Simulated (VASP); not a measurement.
**InSb: elastic constants with PBEsol**

InSb:

```xyz
2
Lattice="0.0000 3.1764 3.1764 3.1764 0.0000 3.1764 3.1764 3.1764 0.0000" Properties=species:S:1:pos:R:3 pbc="T T T"
In    0.0000    0.0000    0.0000
Sb    4.7646    4.7646    4.7646
```

```json
{
  "Program": "VASP 6.6.1",
  "Task": "elastic constants",
  "Functional": "PBEsol",
  "Potentials or basis": "VASP PAW PBE potentials, release 64 (In_d, Sb)",
  "Cutoff": "600 eV",
  "k mesh": "12 × 12 × 12",
  "Occupations": "fermi-dirac, width 0.1 eV",
  "Spin": "no spin polarisation",
  "Dipole correction": "no",
  "Ions in elastic constants": "relaxed",
  "Further INCAR settings": "ALGO = Normal; EDIFF = 1e-08; NBANDS = 16; IBRION = 6; POTIM = 0.015; NSW = 1; ISIF = 3"
}
```

```json
{"Elastic constants C11, C12, C44": "75, 49, 28 GPa", "Voigt bulk modulus": "57 GPa", "Highest phonon frequency at Γ, LO-TO splitting left out": "193 cm⁻¹"}
```

Phonon frequencies in cm⁻¹ (negative: imaginary):
| q point | frequencies |
| --- | --- |
| (0.000, 0.000, 0.000) | 0 0 0 193 193 193 |

Elastic tensor in Voigt notation (GPa, in the Cartesian axes of the cell as first typed):
```
75 49 49  0  0  0
49 75 49  0  0  0
49 49 75  0  0  0
 0  0  0 28  0  0
 0  0  0  0 28  0
 0  0  0  0  0 28
```

Clamped-ion elastic tensor (GPa):
```
75 49 49  0  0  0
49 75 49  0  0  0
49 49 75  0  0  0
 0  0  0 60  0  0
 0  0  0  0 60  0
 0  0  0  0  0 60
```

Wall time 28 min on 1 thread of Intel(R) Xeon(R) 6975P-C (Granite Rapids), with other jobs on the host, peak memory 0.99 GiB.

Caveat: the cell is under stress, which shifts elastic constants; the PAW data sets were made with another functional, which shifts forces and pressure a little.
